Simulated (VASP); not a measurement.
# BN (P6_3mc) in VASP: a series of runs

Aim: see how the results for BN move with the level of theory and the settings. Levels: PBE, LDA, PBEsol. Tasks: relaxation of cell and atoms, single point.

Program: VASP 6.6.1. These are calculated values, not measurements. Logs are shortened: lines on timing, memory, paths and dates and some standing lists are left out, and cuts for length are marked.

## 1. The cell of the first run

The structure is hexagonal, space group P6_3mc (No. 186). The conventional cell has a = 2.554 Å, b = 2.554 Å, c = 4.227 Å, α = 90.00°, β = 90.00°, γ = 120.00°. Within 2.1 Å of N (site symmetry 3m) lie 4 B at 1.57 to 1.58 Å. B (site symmetry 3m) has 4 N at 1.57 to 1.58 Å within 2.1 Å.

## 2. Relaxation of cell and atoms, PBE

The input, INCAR:

```
SYSTEM = BN
PREC     = Accurate       ! precision mode
ENCUT    = 600            ! plane-wave cutoff, eV
EDIFF    = 1E-7           ! SCF threshold, eV
ISMEAR   = -1             ! smearing method
SIGMA    = 0.05           ! smearing width, eV
LREAL    = .False.        ! projectors in reciprocal space
LASPH    = .True.         ! aspherical terms in the spheres
NELM     = 60             ! most SCF steps
ALGO     = Normal         ! electronic algorithm
ISIF     = 3              ! what is computed and relaxed
LWAVE    = .False.        ! write WAVECAR
LCHARG   = .False.        ! write CHGCAR
GGA      = PE             ! functional
IBRION   = 2              ! ionic algorithm
NSW      = 60             ! ionic steps
EDIFFG   = -0.01          ! ionic threshold
```

The input, KPOINTS:

```
regular mesh
0
Gamma
  12 12 6
  0 0 0
```

The input, POSCAR:

```
BN
1.0
    2.5539396017      0.0000000000      0.0000000000
   -1.2769698009      2.2117765748      0.0000000000
    0.0000000000      0.0000000000      4.2268550000
N B
2 2
Direct
    0.3333333333      0.6666666667      0.1252760000
    0.6666666667      0.3333333333      0.6252760000
    0.3333333333      0.6666666667      0.4997240000
    0.6666666667      0.3333333333      0.9997240000
```

Potentials or basis: VASP PAW PBE potentials, release 64 (N, B).

Command:

```bash
> cat potpaw_PBE.64/N/POTCAR potpaw_PBE.64/B/POTCAR > POTCAR
> mpirun -np 1 vasp_std > vasp.out
```

OUTCAR:

```text
SYSTEM = BN
   PREC = Accurate
   ENCUT = 600
   EDIFF = 1E-7
   ISMEAR = -1
   LREAL = .False.
   LASPH = .True.
   NELM = 60
   ISIF = 3
   GGA = PE
   IBRION = 2
   NSW = 60
   EDIFFG = -0.01

 ion  position               nearest neighbor table
   1  0.333  0.667  0.125-   4 1.57   4 1.57   4 1.57   3 1.58
   2  0.667  0.333  0.625-   3 1.57   3 1.57   3 1.57   4 1.58
   3  0.333  0.667  0.500-   2 1.57   2 1.57   2 1.57   1 1.58
   4  0.667  0.333  1.000-   1 1.57   1 1.57   1 1.57   2 1.58

  LATTYP: Found a hexagonal cell.
 ALAT       =     2.5539396017
 C/A-ratio  =     1.6550332659

  Lattice vectors:

 A1 = (   2.5539396017,   0.0000000000,   0.0000000000)
 A2 = (  -1.2769698009,   2.2117765748,   0.0000000000)
 A3 = (   0.0000000000,   0.0000000000,   4.2268550000)

Analysis of symmetry for initial positions (statically):
=====================================================================
 Subroutine PRICEL returns:
 Original cell was already a primitive cell.

 Routine SETGRP: Setting up the symmetry group for a
 hexagonal supercell.

 Subroutine GETGRP returns: Found 12 space group operations
 (whereof  6 operations were pure point group operations)
 out of a pool of 24 trial point group operations.

The static configuration has the point symmetry C_3v.
 The point group associated with its full space group is C_6v.

Analysis of symmetry for dynamics (positions and initial velocities):
=====================================================================
 Subroutine PRICEL returns:
 Original cell was already a primitive cell.

 Routine SETGRP: Setting up the symmetry group for a
 hexagonal supercell.

 Subroutine GETGRP returns: Found 12 space group operations
 (whereof  6 operations were pure point group operations)
 out of a pool of 24 trial point group operations.

The dynamic configuration has the point symmetry C_3v.
 The point group associated with its full space group is C_6v.

 Subroutine INISYM returns: Found 12 space group operations
 (whereof  6 operations are pure point group operations),
 and found     1 'primitive' translations

----------------------------------------------------------------------------------------

                                     Primitive cell

  volume of cell :      23.8764

  direct lattice vectors                    reciprocal lattice vectors
     2.553939602  0.000000000  0.000000000     0.391551938  0.226062617  0.000000000
    -1.276969801  2.211776575  0.000000000     0.000000000  0.452125233  0.000000000
     0.000000000  0.000000000  4.226855000     0.000000000  0.000000000  0.236582518

  length of vectors
     2.553939602  2.553939602  4.226855000     0.452125233  0.452125233  0.236582518

  position of ions in fractional coordinates (direct lattice)
     0.333333333  0.666666667  0.125276000
     0.666666667  0.333333333  0.625276000
     0.333333333  0.666666667  0.499724000
     0.666666667  0.333333333  0.999724000

  ion indices of the primitive-cell ions
   primitive index   ion index
                 1           1
                 2           2
                 3           3
                 4           4

----------------------------------------------------------------------------------------

 KPOINTS: regular mesh

Automatic generation of k-mesh.
 Grid dimensions read from file:
 generate k-points for:   12   12    6

 Generating k-lattice:

  Cartesian coordinates                     Fractional coordinates (reciprocal lattice)
     0.032629328  0.018838551  0.000000000     0.083333333  0.000000000  0.000000000
     0.000000000  0.037677103  0.000000000     0.000000000  0.083333333  0.000000000
     0.000000000  0.000000000  0.039430420     0.000000000  0.000000000  0.166666667

  Length of vectors
     0.037677103  0.037677103  0.039430420

  Shift w.r.t. Gamma in fractional coordinates (k-lattice)
     0.000000000  0.000000000  0.000000000

 Subroutine IBZKPT returns following result:
 ===========================================

 Found     76 irreducible k-points:

 Following reciprocal coordinates:
            Coordinates               Weight
  0.000000  0.000000  0.000000      1.000000
  0.083333  0.000000  0.000000      6.000000
  0.166667  0.000000  0.000000      6.000000
  0.250000  0.000000  0.000000      6.000000
  0.333333  0.000000  0.000000      6.000000
  0.416667  0.000000  0.000000      6.000000
[... 16 lines left out ...]
  0.250000  0.000000  0.166667     12.000000
  0.333333  0.000000  0.166667     12.000000
 [... further k-points ...]
   k-points           NKPTS =     76   k-points in BZ     NKDIM =     76   number of bands    NBANDS=     12
   number of dos      NEDOS =    301   number of ions     NIONS =      4
   total plane-waves  NPLWV =  14400
   dimension x,y,z NGX =    20 NGY =   20 NGZ =   36
   dimension x,y,z NGXF=    40 NGYF=   40 NGZF=   72
   ions per type =               2   2
   NGX,Y,Z   is equivalent  to a cutoff of  13.02, 13.02, 14.16 a.u.
   NGXF,Y,Z  is equivalent  to a cutoff of  26.04, 26.04, 28.32 a.u.
 SYSTEM =  BN
   PREC   = accura    normal or accurate (medium, high low for compatibility)
   ISTART =      0    job   : 0-new  1-cont  2-samecut
   ICHARG =      2    charge: 1-file 2-atom 10-const
   ISPIN  =      1    spin polarized calculation?
   LNONCOLLINEAR =      F non collinear calculations
   LSORBIT =      F    spin-orbit coupling
   LASPH  =      T    aspherical Exc in radial PAW
   ENCUT  =  600.0 eV  44.10 Ry    6.64 a.u.   5.10  5.10  8.44*2*pi/ulx,y,z
   NELM   =     60;   NELMIN=  2; NELMDL= -5     # of ELM steps
   EDIFF  = 0.1E-06   stopping-criterion for ELM
   LREAL  =      F    real-space projection
   EDIFFG = -.1E-01   stopping-criterion for IOM
   NSW    =     60    number of steps for IOM
   IBRION =      2    ionic relax: 0-MD 1-quasi-New 2-CG
   NFREE  =      1    steps in history (QN), initial steepest desc. (CG)
   ISIF   =      3    stress and relaxation
   ISYM   =      2    0-nonsym 1-usesym 2-fastsym
   POTIM  = 0.5000    time-step for ionic-motion
   TEBEG  =    0.0;   TEEND  =   0.0 temperature during run
   PSTRESS=    0.0 pullay stress
   NELECT =      16.0000    total number of electrons
   NUPDOWN=      -1.0000    fix difference up-down
   EMIN   =  10.00;   EMAX   =-10.00  energy-range for DOS
   EFERMI =   0.00;   METHOD = LEGACY
   ISMEAR =    -1;   SIGMA  =   0.05  broadening in eV -4-tet -1-fermi 0-gaus
   EFERMI_NEDOS =   21; number of points for ismear=-14 and -15
   IALGO  =     38    algorithm
   IMIX   =      4    mixing-type and parameters
     AMIX     =   0.40;   BMIX     =  1.00
     AMIX_MAG =   1.60;   BMIX_MAG =  1.00
  volume/ion in A,a.u.               =       5.97        40.28
  Fermi-wavevector in a.u.,A,eV,Ry     =   1.432600  2.707222 27.923836  2.052344
  Thomas-Fermi vector in A             =   2.552210
   LORBIT       =      0    0 simple, 1 ext, 2 COOP (PROOUT), +10 PAW based schemes
   GGA     = PE    functional components
   LHFCALC =     F    Hartree Fock is set to
   AEXX    =    0.0000 exact exchange contribution
   IVDW    =     0    specifies the selected vdW correction
   LEPSILON=     F    determine dielectric tensor
   LRPA    =     F    only Hartree local field effects (RPA)
 conjugate gradient relaxation of ions
 non-spin polarized calculation
  energy-cutoff  :      600.00
  volume of cell :       23.88
 maximum number of plane-waves:       807
   NGX = 11   NGY = 11   NGZ = 17

--------------------------------------- Ionic step        1  -------------------------------------------

 number of electron      16.0000003 magnetization

 Free energy of the ion-electron system (eV)
  ---------------------------------------------------
  ext. energy  EPLUGINS =         0.00000000
  ---------------------------------------------------
  free energy    TOTEN  =       -34.83987593 eV

  energy without entropy =      -34.83987593  energy(sigma->0) =      -34.83987593

------------------------ aborting loop because EDIFF is reached ----------------------------------------

  FORCE on cell =-STRESS in cart. coord.  units (eV):
  Direction    XX          YY          ZZ          XY          YZ          ZX
  --------------------------------------------------------------------------------------
  -------------------------------------------------------------------------------------
  Total        0.0253206      0.0253206     -0.0883667     -0.0000000      0.0000000      0.0000000
  in kB        1.6990876      1.6990876     -5.9296632     -0.0000000      0.0000000      0.0000000
  external PRESSURE =      -0.8438293 kB  Pullay stress =       0.0000000 kB
[... 61 lines left out ...]
  energy  without entropy=      -34.8398887413  energy(sigma->0) =      -34.83988874

--------------------------------------- Ionic step        3  -------------------------------------------

 number of electron      16.0000003 magnetization

 Free energy of the ion-electron system (eV)
  ---------------------------------------------------
  ext. energy  EPLUGINS =         0.00000000
  ---------------------------------------------------
  free energy    TOTEN  =       -34.83991692 eV

  energy without entropy =      -34.83991692  energy(sigma->0) =      -34.83991692

 E-fermi :   8.3223     XC(G=0): -12.7623

 val. band max:        7.4304466016   @ k =   0.0000   0.0000   0.0000
 cond. band min:      12.6411638276   @ k =   0.3333   0.3333   0.0000
 fundamental gap:      5.2107172260
 Fermi energy:         8.3222849037

 k-point     1 :       0.0000    0.0000    0.0000
  band No.  band energies     occupation
      1     -12.8572      2.00000
      2      -8.7498      2.00000
      3      -3.3903      2.00000
      4       5.3274      2.00000
      5       5.3274      2.00000
      6       7.1693      2.00000
      7       7.4304      2.00000
      8       7.4304      2.00000
      9      15.7645      0.00000
     10      15.7645      0.00000
     11      15.9823      0.00000
     12      16.8395      0.00000
[... 331 lines left out ...]
 k-point    24 :       0.3333    0.0000    0.1667
  band No.  band energies     occupation
      1     -10.4355      2.00000
      2      -7.7134      2.00000
      3      -1.3124      2.00000
      4       0.1269      2.00000
      5       1.4979      2.00000
      6       3.1790      2.00000
      7       4.9685      2.00000
      8       5.5449      2.00000
      9      14.2648      0.00000
     10      15.7274      0.00000
     11      18.2978      0.00000
     12      18.3633      0.00000

 [... further k-points ...]
[... 5 lines left out ...]
  --------------------------------------------------------------------------------------
  -------------------------------------------------------------------------------------
  Total        0.0054392      0.0054392     -0.0023821     -0.0000000      0.0000000      0.0000000
  in kB        0.3650753      0.3650753     -0.1598832     -0.0000000      0.0000000      0.0000000
  external PRESSURE =       0.1900891 kB  Pullay stress =       0.0000000 kB
[... 19 lines left out ...]
  FREE ENERGIE OF THE ION-ELECTRON SYSTEM (eV)
  ---------------------------------------------------
  free  energy   TOTEN  =       -34.8399169223 eV

  energy  without entropy=      -34.8399169222  energy(sigma->0) =      -34.83991692

 reached required accuracy - stopping structural energy minimisation
```

Wall time 25 s (1 thread of Intel Xeon Platinum 8488C (Sapphire Rapids), shared host); peak memory 0.14 GiB.

What came out:

```
Free energy                            : -34.8399 eV
Relaxed volume                         : 5.97 Å³/atom
Relaxed cell                           : a = 2.554 Å, b = 2.554 Å, c = 4.224 Å, α = 90.00°, β = 90.00°, γ = 120.00°
Space group after relaxing (to 0.05 Å) : P6_3mc (No. 186)
Energy gained by relaxing              : 0.0 meV/atom
Ionic steps                            : 3
Pressure after relaxing                : 0.0 GPa
Band gap on the k mesh                 : 5.21 eV, indirect (least direct gap 8.24 eV)
```

Forces in eV/Å, atoms in the order of the input:
```
N    0.000  0.000  0.003
N    0.000  0.000  0.003
B    0.000  0.000 -0.003
B    0.000  0.000 -0.003
```

Final structure:
```xyz
4
Lattice="2.5544 0.0000 0.0000 -1.2772 2.2121 0.0000 0.0000 0.0000 4.2244" Properties=species:S:1:pos:R:3 pbc="T T T"
N     0.0000    1.4748    0.5288
N     1.2772    0.7374    2.6410
B     0.0000    1.4748    2.1114
B     1.2772    0.7374    4.2236
```

Levels at points of the mesh, in eV from the valence-band top:
| k point | band 5 | band 6 | band 7 | band 8 | band 9 | band 10 | band 11 | band 12 |
| --- | --- | --- | --- | --- | --- | --- | --- | --- |
| (0.00, 0.00, 0.00) | -2.10 | -0.26 | 0.00 | 0.00 | 8.33 | 8.33 | 8.55 | 9.41 |
| (0.50, 0.00, 0.00) | -6.85 | -4.93 | -4.36 | -2.09 | 6.68 | 7.94 | 10.56 | 11.39 |
| (0.00, 0.00, 0.50) | -1.16 | -1.16 | -1.16 | -1.16 | 9.40 | 9.40 | 9.88 | 9.88 |
| (0.50, 0.00, 0.50) | -3.73 | -3.73 | -3.53 | -3.53 | 6.56 | 6.56 | 9.97 | 9.97 |

## 3. Single point, PBE

The input, INCAR:

```
SYSTEM = BN
PREC     = Accurate       ! precision mode
ENCUT    = 520            ! plane-wave cutoff, eV
EDIFF    = 1E-6           ! SCF threshold, eV
ISMEAR   = -1             ! smearing method
SIGMA    = 0.05           ! smearing width, eV
LREAL    = .FALSE.        ! projectors in reciprocal space
LASPH    = .TRUE.         ! aspherical terms in the spheres
NELM     = 100            ! most SCF steps
ALGO     = Normal         ! electronic algorithm
ISIF     = 2              ! what is computed and relaxed
LWAVE    = .FALSE.        ! write WAVECAR
LCHARG   = .FALSE.        ! write CHGCAR
GGA      = PE             ! functional
NBANDS   = 16             ! bands
```

The input, KPOINTS:

```
regular mesh
0
G
  12 12 6
  0 0 0
```

POSCAR is that of step 2.

Potentials or basis: VASP PAW PBE potentials, release 64 (N, B).

Command:

```bash
> cat potpaw_PBE.64/N/POTCAR potpaw_PBE.64/B/POTCAR > POTCAR
> mpirun -np 1 vasp_std > vasp.out
```

Run time: 9.7 s. Hardware: 1 thread of Intel Xeon 6975P-C (Granite Rapids), shared host; peak memory 0.14 GiB.

The run converged. Its results:

```yaml
Free_energy: -34.8327 eV
Pressure: 0.2 GPa
Largest_force: 0.014 eV/Å
Band_gap_on_the_k_mesh: 5.20 eV, indirect (least direct gap 8.23 eV)
```

Forces in eV/Å, atoms in the order of the input:
```
N    0.000  0.000 -0.014
N    0.000  0.000 -0.014
B    0.000  0.000  0.014
B    0.000  0.000  0.014
```

Stress tensor (GPa, compression positive):
```
 0.45  0.00  0.00
 0.00  0.45  0.00
 0.00  0.00 -0.32
```

Levels at points of the mesh, in eV from the valence-band top:
```tsv
k point	band 4	band 5	band 6	band 7	band 8	band 9	band 10	band 11	band 12	band 13
(0.00, 0.00, 0.00)	-2.10	-2.10	-0.28	0.00	0.00	8.33	8.33	8.53	9.42	10.63
(0.50, 0.00, 0.00)	-7.75	-6.86	-4.93	-4.37	-2.09	6.68	7.93	10.55	11.39	12.79
(0.00, 0.00, 0.50)	-5.68	-1.16	-1.16	-1.16	-1.16	9.41	9.41	9.88	9.88	9.88
(0.50, 0.00, 0.50)	-9.94	-3.73	-3.73	-3.55	-3.55	6.55	6.55	9.97	9.97	14.17
```

A k mesh can miss the band edges. A hybrid or GW would open this gap; PBE tends to underestimate it.

## 4. Single point, LDA

The input, INCAR:

```
PREC = Accurate
ENCUT = 520
EDIFF = 1E-6
ISMEAR = -1
SIGMA = 0.05
LREAL = False
LASPH = True
NELM = 100
ALGO = Normal
ISIF = 2
LWAVE = False
LCHARG = False
NBANDS = 16
```

The input, KPOINTS:

```
regular mesh
0
Gamma
  12 12 6
```

POSCAR is that of step 3.

Potentials or basis: VASP PAW LDA potentials, release 64 (N, B).

Command:

```bash
> cat potpaw_LDA.64/N/POTCAR potpaw_LDA.64/B/POTCAR > POTCAR
> mpirun -np 1 vasp_std > vasp.out
```

Wall time 8.4 s (1 thread of Intel Xeon 6975P-C (Granite Rapids), shared host); peak memory 0.13 GiB.

Results (log left out):

```
Free energy            : -38.7239 eV
Pressure               : -12.9 GPa
Largest force          : 0.021 eV/Å
Band gap on the k mesh : 4.96 eV, indirect (least direct gap 8.11 eV)
```

Forces in eV/Å, atoms in the order of the input:
```
N    0.000  0.000 -0.021
N    0.000  0.000 -0.021
B    0.000  0.000  0.021
B    0.000  0.000  0.021
```

Stress tensor (GPa, compression positive):
```
-12.78   0.00   0.00
  0.00 -12.78   0.00
  0.00   0.00 -13.21
```

Levels at points of the mesh, in eV from the valence-band top:
```csv
k point,band 4,band 5,band 6,band 7,band 8,band 9,band 10,band 11,band 12,band 13
"(0.00, 0.00, 0.00)",-2.11,-2.11,-0.28,0.00,0.00,8.20,8.20,8.42,9.48,10.67
"(0.50, 0.00, 0.00)",-7.72,-6.84,-4.95,-4.41,-2.10,6.58,7.77,10.41,11.32,12.70
"(0.00, 0.00, 0.50)",-5.66,-1.17,-1.17,-1.17,-1.17,9.37,9.37,9.74,9.74,9.74
"(0.50, 0.00, 0.50)",-9.94,-3.75,-3.75,-3.55,-3.55,6.45,6.45,9.89,9.89,14.01
```

A k mesh can miss the band edges. Expect the measured gap to be larger: semilocal functionals such as LDA lack the derivative discontinuity.

## 5. Single point, PBEsol

The input, INCAR:

```
SYSTEM = BN
  PREC = Accurate
  ENCUT = 520
  EDIFF = 1E-7
  ISMEAR = -1
  SIGMA = 0.05
  LREAL = .FALSE.
  LASPH = .TRUE.
  NELM = 80
  ALGO = Normal
  ISIF = 2
  LWAVE = .FALSE.
  LCHARG = .FALSE.
  GGA = PS
  NBANDS = 16
```

The input, KPOINTS:

```
regular mesh
0
G
  12 12 6
  0 0 0
```

POSCAR is that of step 4.

Potentials or basis: VASP PAW PBE potentials, release 64 (N, B).

Command:

```bash
> cat potpaw_PBE.64/N/POTCAR potpaw_PBE.64/B/POTCAR > POTCAR
> mpirun -np 1 vasp_std > vasp.out
```

It took 9.7 s on 1 thread of Intel Xeon 6975P-C (Granite Rapids), shared host; peak memory 0.14 GiB.

The run converged. Its results:

```
Free energy            : -36.6208 eV
Pressure               : -5.4 GPa
Largest force          : 0.010 eV/Å
Band gap on the k mesh : 4.97 eV, indirect (least direct gap 8.15 eV)
```

Forces on the atoms (eV/Å):
```
N    0.000  0.000 -0.010
N    0.000  0.000 -0.010
B    0.000  0.000  0.010
B    0.000  0.000  0.010
```

Stress tensor (GPa, compression positive):
```
-5.14  0.00  0.00
 0.00 -5.14  0.00
 0.00  0.00 -5.78
```

Levels at points of the mesh, in eV from the valence-band top:
```csv
k point,band 4,band 5,band 6,band 7,band 8,band 9,band 10,band 11,band 12,band 13
"(0.00, 0.00, 0.00)",-2.11,-2.11,-0.28,0.00,0.00,8.27,8.27,8.46,9.36,10.54
"(0.50, 0.00, 0.00)",-7.79,-6.90,-4.97,-4.43,-2.10,6.53,7.77,10.47,11.28,12.75
"(0.00, 0.00, 0.50)",-5.72,-1.17,-1.17,-1.17,-1.17,9.34,9.34,9.81,9.81,9.81
"(0.50, 0.00, 0.50)",-10.01,-3.75,-3.75,-3.57,-3.57,6.40,6.40,9.86,9.86,14.12
```

Caveat: the PAW data sets were made with another functional, which shifts forces and pressure a little.

(Part 1 of 2 ends here.)
